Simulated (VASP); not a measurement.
A run of VASP 6.6.1 is set up as follows.

File INCAR:

```
PREC     = Accurate       # precision mode
ENCUT    = 520            # plane-wave cutoff, eV
EDIFF    = 1E-7           # SCF threshold, eV
ISMEAR   = -1             # smearing method
SIGMA    = 0.1            # smearing width, eV
LREAL    = F              # projectors in reciprocal space
LASPH    = T              # aspherical terms in the spheres
NELM     = 60             # most SCF steps
ALGO     = Normal         # electronic algorithm
ISIF     = 2              # what is computed and relaxed
LWAVE    = F              # write WAVECAR
LCHARG   = T              # write CHGCAR
GGA      = PS             # functional
LELF     = T              # ELF
LVHAR    = T            
NBANDS   = 20             # bands
```

The input KPOINTS:

```
regular mesh
0
Gamma
  6 6 8
```

Contents of POSCAR:

```
Cs
1.0
    0.0000000000      6.0449950640     -6.0449950640
   -6.0449950640      0.0000000000      6.0449950640
    3.0224975320      3.0224975320      3.0224975320
Cs
3
Direct
    0.0000000000      0.0000000000      0.0000000000
    0.3333333330      0.6666666670      0.3333333330
    0.6666666670      0.3333333330      0.6666666670
```

Potentials or basis: VASP PAW PBE potentials, release 64 (Cs_sv).

The run is started by

```bash
$ cat potpaw_PBE.64/Cs_sv/POTCAR > POTCAR
$ mpirun -np 1 vasp_std > vasp.out
```

Question: What does it give for the band gap on the k mesh?

Answer: Zero (an odd number of electrons rules out a gap without spin polarisation).

Question: What does it give for the pressure?

Answer: 0.0 GPa.

Caveat: the PAW data sets were made with another functional, which shifts forces and pressure a little; spin-orbit coupling is left out, which moves the levels of the heavy elements.
